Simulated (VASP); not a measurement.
# Mg8HO8 (a cell with a defect) in VASP: a series of runs

The runs below take Mg8HO8 (a cell with a defect) through single point, with PBE.

All numbers are computed with VASP 6.6.1; they aren't measurements. Logs are shortened: lines on timing, memory, paths and dates and some standing lists are left out, and cuts for length are marked.

## 1. The cell of the first run

The cell holds a defect, 17 atoms: a = 5.824 Å, b = 5.824 Å, c = 5.824 Å, α = 60.00°, β = 60.00°, γ = 60.00°.

## 2. Single point, PBE, collinear spin

Contents of INCAR:

```
PREC = Accurate ; ENCUT = 520
EDIFF = 1E-6 ; ISMEAR = 0
SIGMA = 0.05 ; LREAL = Auto
LASPH = True ; NELM = 150
ALGO = Normal ; ISIF = 2
LWAVE = False ; LCHARG = True
ISPIN = 2 ; MAGMOM = 0 0 0 0 0 0 0 0 0 0 0 0 0 0 0 0 1
LORBIT = 11 ; GGA = PE
LELF = True ; LVHAR = True
NBANDS = 50
```

Contents of KPOINTS:

```
regular mesh
0
Gamma
  2 2 2
```

Contents of POSCAR:

```
Mg8HO8
1.0
    0.0000000000      4.1180000000      4.1180000000
    4.1180000000      0.0000000000      4.1180000000
    4.1180000000      4.1180000000      0.0000000000
Mg O H
8 8 1
Direct
    0.0006444618      0.0019531571      0.0013442846
    0.0006449020      0.0019535324      0.4960273420
    0.0006348330      0.4966653490      0.0013351322
   -0.0001536252      0.5004423056      0.4998410297
    0.4952980309      0.0019627792      0.0013548443
    0.4991573361      0.0011171718      0.4998481829
    0.4991533493      0.5004455460      0.0005261819
    0.4991535702      0.5004456386      0.4998458903
    0.2491851624      0.2504802062      0.2498776725
    0.2491852260      0.2504801699      0.7504276999
    0.2491852379      0.7510282596      0.2498786196
    0.2654311908      0.7452476839      0.7446459245
    0.7497321127      0.2504804524      0.2498791382
    0.7439485510      0.2667503285      0.7446360978
    0.7439515352      0.7452413514      0.2661348088
    0.7439514577      0.7452409320      0.7446429518
    0.8742605684      0.8756785366      0.8750144989
```

Potentials or basis: VASP PAW PBE potentials, release 64 (Mg, O, H).

Run with:

```
> cat potpaw_PBE.64/Mg/POTCAR potpaw_PBE.64/O/POTCAR potpaw_PBE.64/H/POTCAR > POTCAR
> mpirun -np 1 vasp_std > vasp.out
```

OUTCAR:

```text
PREC = Accurate
   ENCUT = 520
   EDIFF = 1E-6
   ISMEAR = 0
   LREAL = Auto
   LASPH = True
   NELM = 150
   ISIF = 2
   ISPIN = 2
   LORBIT = 11
   GGA = PE

 ion  position               nearest neighbor table
   1  0.001  0.002  0.001-  17 1.80  13 2.05  10 2.05  11 2.05  12 2.11  14 2.11  15 2.11   5 2.88
                             2 2.88   3 2.88   7 2.91   6 2.91   4 2.91   4 2.91   6 2.91   7 2.91
   2  0.001  0.002  0.496-  17 1.80  13 2.05   9 2.05  11 2.05  12 2.11  14 2.11  16 2.11   5 2.88
                             1 2.88   3 2.88   8 2.91   6 2.91   4 2.91   4 2.91   6 2.91   8 2.91
   3  0.001  0.497  0.001-  17 1.80  13 2.05  10 2.05   9 2.05  16 2.11  15 2.11  12 2.11   5 2.88
                             2 2.88   1 2.88   7 2.91   8 2.91   4 2.91   4 2.91   8 2.91   7 2.91
   4  1.000  0.500  0.500-  14 2.02  16 2.02  15 2.02  11 2.06   9 2.06  10 2.06   7 2.91   8 2.91
                             6 2.91   1 2.91   2 2.91   3 2.91   3 2.91   2 2.91   1 2.91   6 2.92
   5  0.495  0.002  0.001-  17 1.80  10 2.05   9 2.05  11 2.05  15 2.11  16 2.11  14 2.11   2 2.88
                             1 2.88   3 2.88   8 2.91   7 2.91   6 2.91   6 2.91   7 2.91   8 2.91
   6  0.499  0.001  0.500-  16 2.02  15 2.02  12 2.02  13 2.06  10 2.06   9 2.06   4 2.91   7 2.91
                             8 2.91   2 2.91   1 2.91   5 2.91   5 2.91   1 2.91   2 2.91   8 2.92
   7  0.499  0.500  0.001-  14 2.02  16 2.02  12 2.02  13 2.06   9 2.06  11 2.06   4 2.91   8 2.91
                             6 2.91   1 2.91   3 2.91   5 2.91   3 2.91   5 2.91   1 2.91   6 2.92
   8  0.499  0.500  0.500-  14 2.02  15 2.02  12 2.02  13 2.06  10 2.06  11 2.06   4 2.91   7 2.91
                             6 2.91   2 2.91   3 2.91   5 2.91   3 2.91   5 2.91   2 2.91   6 2.92
   9  0.249  0.250  0.250-   5 2.05   2 2.05   3 2.05   4 2.06   7 2.06   6 2.06
  10  0.249  0.250  0.750-   5 2.05   1 2.05   3 2.05   4 2.06   8 2.06   6 2.06
  11  0.249  0.751  0.250-   5 2.05   2 2.05   1 2.05   4 2.06   7 2.06   8 2.06
  12  0.265  0.745  0.745-   6 2.02   8 2.02   7 2.02   3 2.11   1 2.11   2 2.11
  13  0.750  0.250  0.250-   2 2.05   1 2.05   3 2.05   7 2.06   8 2.06   6 2.06
  14  0.744  0.267  0.745-   8 2.02   7 2.02   4 2.02   1 2.11   2 2.11   5 2.11
  15  0.744  0.745  0.266-   6 2.02   8 2.02   4 2.02   3 2.11   1 2.11   5 2.11
  16  0.744  0.745  0.745-   6 2.02   7 2.02   4 2.02   3 2.11   2 2.11   5 2.11
  17  0.874  0.876  0.875-   5 1.80   2 1.80   1 1.80   3 1.80

  LATTYP: Found a face centered cubic cell.
 ALAT       =     8.2360000000

  Lattice vectors:

 A1 = (   0.0000000000,   4.1180000000,   4.1180000000)
 A2 = (   4.1180000000,   0.0000000000,   4.1180000000)
 A3 = (   4.1180000000,   4.1180000000,   0.0000000000)

Analysis of symmetry for initial positions (statically):
=====================================================================
 Subroutine PRICEL returns:
 Original cell was already a primitive cell.

 Routine SETGRP: Setting up the symmetry group for a
 face centered cubic supercell.

 Subroutine GETGRP returns: Found  2 space group operations
 (whereof  1 operations were pure point group operations)
 out of a pool of 48 trial point group operations.

The static configuration has the point symmetry C_1 .
 The point group associated with its full space group is C_1h.

Analysis of symmetry for dynamics (positions and initial velocities):
=====================================================================
 Subroutine PRICEL returns:
 Original cell was already a primitive cell.

 Routine SETGRP: Setting up the symmetry group for a
 face centered cubic supercell.

 Subroutine GETGRP returns: Found  2 space group operations
 (whereof  1 operations were pure point group operations)
 out of a pool of 48 trial point group operations.

The dynamic configuration has the point symmetry C_1 .
 The point group associated with its full space group is C_1h.

Analysis of structural, dynamic, and magnetic symmetry:
=====================================================================
 Subroutine PRICEL returns:
 Original cell was already a primitive cell.

 Routine SETGRP: Setting up the symmetry group for a
 face centered cubic supercell.

 Subroutine GETGRP returns: Found  2 space group operations
 (whereof  1 operations were pure point group operations)
 out of a pool of 48 trial point group operations.

The overall configuration has the point symmetry C_1 .
 The point group associated with its full space group is C_1h.

 Subroutine INISYM returns: Found  2 space group operations
[... 99 lines left out ...]
   PREC   = accura    normal or accurate (medium, high low for compatibility)
   ISTART =      0    job   : 0-new  1-cont  2-samecut
   ICHARG =      2    charge: 1-file 2-atom 10-const
   ISPIN  =      2    spin polarized calculation?
   LNONCOLLINEAR =      F non collinear calculations
   LSORBIT =      F    spin-orbit coupling
   LASPH  =      T    aspherical Exc in radial PAW
   ENCUT  =  520.0 eV  38.22 Ry    6.18 a.u.  10.83 10.83 10.83*2*pi/ulx,y,z
   NELM   =    150;   NELMIN=  2; NELMDL= -5     # of ELM steps
   EDIFF  = 0.1E-05   stopping-criterion for ELM
   LREAL  =      T    real-space projection
   EDIFFG = 0.1E-04   stopping-criterion for IOM
   NSW    =      0    number of steps for IOM
   IBRION =     -1    ionic relax: 0-MD 1-quasi-New 2-CG
   NFREE  =      0    steps in history (QN), initial steepest desc. (CG)
   ISIF   =      2    stress and relaxation
   ISYM   =      2    0-nonsym 1-usesym 2-fastsym
   POTIM  = 0.5000    time-step for ionic-motion
   TEBEG  =    0.0;   TEEND  =   0.0 temperature during run
   PSTRESS=    0.0 pullay stress
   NELECT =      65.0000    total number of electrons
   NUPDOWN=      -1.0000    fix difference up-down
   EMIN   =  10.00;   EMAX   =-10.00  energy-range for DOS
   EFERMI =   0.00;   METHOD = LEGACY
   ISMEAR =     0;   SIGMA  =   0.05  broadening in eV -4-tet -1-fermi 0-gaus
   EFERMI_NEDOS =   21; number of points for ismear=-14 and -15
   IALGO  =     38    algorithm
   IMIX   =      4    mixing-type and parameters
     AMIX     =   0.40;   BMIX     =  1.00
     AMIX_MAG =   1.60;   BMIX_MAG =  1.00
  volume/ion in A,a.u.               =       8.22        55.44
  Fermi-wavevector in a.u.,A,eV,Ry     =   1.268673  2.397444 21.898992  1.609531
  Thomas-Fermi vector in A             =   2.401755
   LORBIT       =     11    0 simple, 1 ext, 2 COOP (PROOUT), +10 PAW based schemes
   GGA     = PE    functional components
   LHFCALC =     F    Hartree Fock is set to
   AEXX    =    0.0000 exact exchange contribution
   IVDW    =     0    specifies the selected vdW correction
   LEPSILON=     F    determine dielectric tensor
   LRPA    =     F    only Hartree local field effects (RPA)
 spin polarized calculation
 Gauss-broadening in eV      SIGMA  =   0.05
  energy-cutoff  :      520.00
  volume of cell :      139.67
 maximum number of plane-waves:      3812
 NGX is ok and might be reduce to    48
   NGX = 21   NGY = 21   NGZ = 21

 number of electron      64.9999990 magnetization       0.7506555

 Free energy of the ion-electron system (eV)
  ---------------------------------------------------
  ext. energy  EPLUGINS =         0.00000000
  ---------------------------------------------------
  free energy    TOTEN  =       -93.47994064 eV

  energy without entropy =      -93.47511994  energy(sigma->0) =      -93.47753029

 E-fermi :   7.2269     XC(G=0): -11.4959

 val. band max:        7.2116696987   @ k =   0.5000   0.5000   0.0000
 cond. band min:       7.9399174577   @ k =   0.5000   0.0000   0.0000
 fundamental gap:      0.7282477590
 Fermi energy:         7.2268851625

 spin component 1

 k-point     1 :       0.0000    0.0000    0.0000
  band No.  band energies     occupation
      1     -13.9426      1.00000
      2     -12.4939      1.00000
      3     -12.4274      1.00000
      4     -12.4273      1.00000
      5     -12.4272      1.00000
      6     -12.1325      1.00000
[... 271 lines left out ...]
     43      15.8519      0.00000
     44      15.8898      0.00000
 Fermi energy:         7.2268851625

 spin component 2

 k-point     1 :       0.0000    0.0000    0.0000
  band No.  band energies     occupation
      1     -13.8730      1.00000
      2     -12.4072      1.00000
      3     -12.3955      1.00000
      4     -12.3955      1.00000
      5     -12.3954      1.00000
      6     -12.0252      1.00000
[... 271 lines left out ...]
     43      15.8692      0.00000
     44      15.9021      0.00000
 [bands above 44 left out]

------------------------ aborting loop because EDIFF is reached ----------------------------------------

  FORCE on cell =-STRESS in cart. coord.  units (eV):
  Direction    XX          YY          ZZ          XY          YZ          ZX
  --------------------------------------------------------------------------------------
  -------------------------------------------------------------------------------------
  Total       21.1958117     21.1958117     21.2002430      0.0038821     -0.0002361      0.0002361
  in kB      243.1485100    243.1485100    243.1993433      0.0445331     -0.0027086      0.0027079
  external PRESSURE =     243.1654545 kB  Pullay stress =       0.0000000 kB

 VOLUME and BASIS-vectors are now :
 -----------------------------------------------------------------------------
  energy-cutoff  :      520.00
  volume of cell :      139.67
      direct lattice vectors                 reciprocal lattice vectors
     0.000000000  4.118000000  4.118000000    -0.121418164  0.121418164  0.121418164
     4.118000000  0.000000000  4.118000000     0.121418164 -0.121418164  0.121418164
     4.118000000  4.118000000  0.000000000     0.121418164  0.121418164 -0.121418164

 POSITION                                       TOTAL-FORCE (eV/Angst)
 -----------------------------------------------------------------------------------
      0.01358      0.00819      0.01070        -0.018789     -0.018401     -0.018722
      2.05069      2.04530      0.01070         0.018401      0.018789     -0.018722
      2.05077      0.00811      2.04788         0.017839     -0.017839      0.017938
      4.11917      6.17571      6.17819         0.008810     -0.008810     -0.010117
      0.01366      2.04522      2.04772        -0.019261      0.019261      0.019459
      2.06298      4.11390      2.06013        -0.010974      0.010974     -0.009834
[... 9 lines left out ...]
      6.13534      6.13003      6.13249         0.000960      0.001921      0.000918
      7.20935      7.20351      7.20625        -0.000648      0.000648      0.000062
 -----------------------------------------------------------------------------------
    total drift:                               -0.050773     -0.050459     -0.000641

  FREE ENERGIE OF THE ION-ELECTRON SYSTEM (eV)
  ---------------------------------------------------
  free  energy   TOTEN  =       -93.4799406413 eV

  energy  without entropy=      -93.4751199440  energy(sigma->0) =      -93.47753029

 total charge

# of ion       s       p       d       tot
------------------------------------------
    1        0.158   0.203   0.096   0.456
    2        0.158   0.203   0.096   0.456
    3        0.158   0.203   0.096   0.456
    4        0.162   0.211   0.100   0.473
    5        0.158   0.203   0.096   0.456
    6        0.162   0.211   0.100   0.473
[... 9 lines left out ...]
   16        1.556   3.582   0.000   5.137
   17        0.573   0.021   0.000   0.595
--------------------------------------------------
tot         14.248  30.438   0.784  45.470

 magnetization (x)

# of ion       s       p       d       tot
------------------------------------------
    1       -0.000   0.001   0.003   0.003
    2       -0.000   0.001   0.003   0.003
    3       -0.000   0.001   0.003   0.003
    4        0.000   0.001   0.001   0.002
    5       -0.000   0.001   0.003   0.003
    6        0.000   0.001   0.001   0.002
[... 9 lines left out ...]
   16        0.007   0.075   0.000   0.082
   17        0.223   0.001   0.000   0.224
--------------------------------------------------
tot          0.249   0.307   0.014   0.569
```

It took 5.4 min on 1 thread of Intel Xeon Platinum 8259CL at 2.50GHz (Skylake/Cascade Lake), shared host; peak memory 0.42 GiB.

What came out:

| Item | Value |
| --- | --- |
| Free energy | -93.4799 eV |
| Pressure | 24.3 GPa |
| Largest force | 0.033 eV/Å |
| Net moment | 0.75 μB per cell |
| Site moments | Mg +0.00; O -0.00, +0.08 (each value once); H +0.22 μB |
| Valence electrons inside the program's atomic spheres | Mg 0.46, 0.47 (each value once); O 5.15, 5.14 (each value once); H 0.59 |

Forces in eV/Å, atoms in the order of the input:
```
Mg  -0.019 -0.018 -0.019
Mg   0.018  0.019 -0.019
Mg   0.018 -0.018  0.018
Mg   0.009 -0.009 -0.010
Mg  -0.019  0.019  0.019
Mg  -0.011  0.011 -0.010
Mg  -0.012 -0.009  0.010
Mg   0.009  0.012  0.010
O    0.012  0.007  0.009
O   -0.007 -0.012  0.009
O   -0.007  0.007 -0.010
O    0.000  0.000 -0.002
O    0.011 -0.011 -0.009
O    0.000  0.000  0.000
O   -0.002 -0.001  0.001
O    0.001  0.002  0.001
H   -0.001  0.001  0.000
```

Caveat: the k points lie up to 0.66 Å⁻¹ apart; a moment this small can come from the mesh or the smearing.

## 3. Single point, PBE, collinear spin

Contents of INCAR:

```
PREC = Accurate
ENCUT = 520
EDIFF = 1E-6
ISMEAR = 0
SIGMA = 0.05
LREAL = Auto
LASPH = True
NELM = 150
ALGO = Normal
ISIF = 2
LWAVE = False
LCHARG = True
ISPIN = 2
MAGMOM = 0 0 0 0 0 0 0 0 0 0 0 0 0 0 0 0 1
LORBIT = 11
GGA = PE
LELF = True
LVHAR = True
NBANDS = 50
```

Contents of KPOINTS:

```
Automatic mesh
0
Gamma
  2 2 2
```

Contents of POSCAR:

```
Mg8HO8
1.0
    0.0000000000      4.1180000000      4.1180000000
    4.1180000000      0.0000000000      4.1180000000
    4.1180000000      4.1180000000      0.0000000000
Mg O H
8 8 1
Direct
   -0.0003713607      0.0002398352      0.0008619920
   -0.0011901721      0.0040255457      0.4993905157
   -0.0011993676      0.4987526396      0.0046795866
   -0.0011755083      0.4987763337      0.4994064232
    0.5002820217      0.0002346984      0.0008541225
    0.5002915550      0.0002439130      0.5001932124
    0.5002870496      0.4995819797      0.0008615609
    0.5040754155      0.4987611403      0.4993898295
    0.2497266866      0.2502085560      0.2508301466
    0.2554962706      0.2339503311      0.7560714210
    0.2554953856      0.7554477509      0.2345811096
    0.2555086521      0.7554616737      0.7560782034
    0.7502545813      0.2502069498      0.2508303795
    0.7502542557      0.2502068655      0.7503039617
    0.7502561163      0.7496790543      0.2508303093
    0.7339988107      0.7554485578      0.7560713566
    1.1251397680      0.6250879452      0.6257645394
```

Potentials or basis: VASP PAW PBE potentials, release 64 (Mg, O, H).

Run with:

```
> cat potpaw_PBE.64/Mg/POTCAR potpaw_PBE.64/O/POTCAR potpaw_PBE.64/H/POTCAR > POTCAR
> mpirun -np 1 vasp_std > vasp.out
```

Run time: 5.3 min. Hardware: 1 thread of Intel Xeon Platinum 8259CL at 2.50GHz (Skylake/Cascade Lake), shared host; peak memory 0.41 GiB.

Results (log left out):

```
Free energy                                           : -93.4800 eV
Pressure                                              : 24.3 GPa
Largest force                                         : 0.028 eV/Å
Net moment                                            : 0.75 μB per cell
Site moments                                          : Mg +0.00; O -0.00, +0.08 (each value once); H +0.22 μB
Valence electrons inside the program's atomic spheres : Mg 0.47, 0.46 (each value once); O 5.15, 5.14 (each value once); H 0.59
```

Forces in eV/Å, atoms in the order of the input:
```
Mg  -0.010  0.006  0.008
Mg  -0.016  0.014 -0.015
Mg  -0.016 -0.016  0.016
Mg   0.014  0.014  0.014
Mg  -0.009 -0.009 -0.008
Mg   0.006  0.006 -0.009
Mg   0.006 -0.010  0.008
Mg   0.014 -0.016 -0.015
O   -0.006  0.011  0.009
O    0.002 -0.001  0.001
O    0.001  0.001 -0.002
O   -0.001 -0.001  0.000
O   -0.007 -0.007 -0.008
O    0.012  0.012 -0.007
O    0.011 -0.006  0.009
O   -0.001  0.002  0.001
H   -0.001 -0.001  0.000
```

Levels at points of the mesh, in eV from the Fermi level:
Spin up:
| k point | band 31 | band 32 | band 33 | band 34 | band 35 | band 36 |
| --- | --- | --- | --- | --- | --- | --- |
| (0.00, 0.00, 0.00) | -3.48 | -3.48 | -1.67 | 2.39 | 4.84 | 4.84 |
| (0.50, 0.00, 0.00) | -3.84 | -3.84 | -0.40 | 4.23 | 4.83 | 6.54 |
| (0.00, 0.00, 0.50) | -3.84 | -3.84 | -0.40 | 4.23 | 4.83 | 6.54 |
| (0.50, 0.50, 0.50) | -3.84 | -3.84 | -0.40 | 4.23 | 4.83 | 6.54 |
| (0.50, 0.50, 0.00) | -4.19 | -4.13 | -0.02 | 5.27 | 5.61 | 6.56 |
| (0.00, 0.50, 0.50) | -4.19 | -4.13 | -0.02 | 5.27 | 5.61 | 6.56 |
Spin down:
```
           k point  band 29  band 30  band 31  band 32  band 33  band 34  band 35  band 36
(0.00, 0.00, 0.00)    -4.13    -3.40    -3.40    -3.40    -0.53     2.47     4.86     4.86
(0.50, 0.00, 0.00)    -3.86    -3.86    -3.71    -3.71     0.71     4.25     4.89     6.57
(0.00, 0.00, 0.50)    -3.86    -3.86    -3.71    -3.71     0.71     4.25     4.89     6.57
(0.50, 0.50, 0.50)    -3.86    -3.86    -3.71    -3.71     0.71     4.25     4.89     6.57
(0.50, 0.50, 0.00)    -4.21    -4.09    -4.02    -4.02     1.12     5.31     5.64     6.60
(0.00, 0.50, 0.50)    -4.21    -4.09    -4.02    -4.02     1.12     5.31     5.64     6.60
```

Caveat: the k points lie up to 0.66 Å⁻¹ apart; a moment this small can come from the mesh or the smearing.
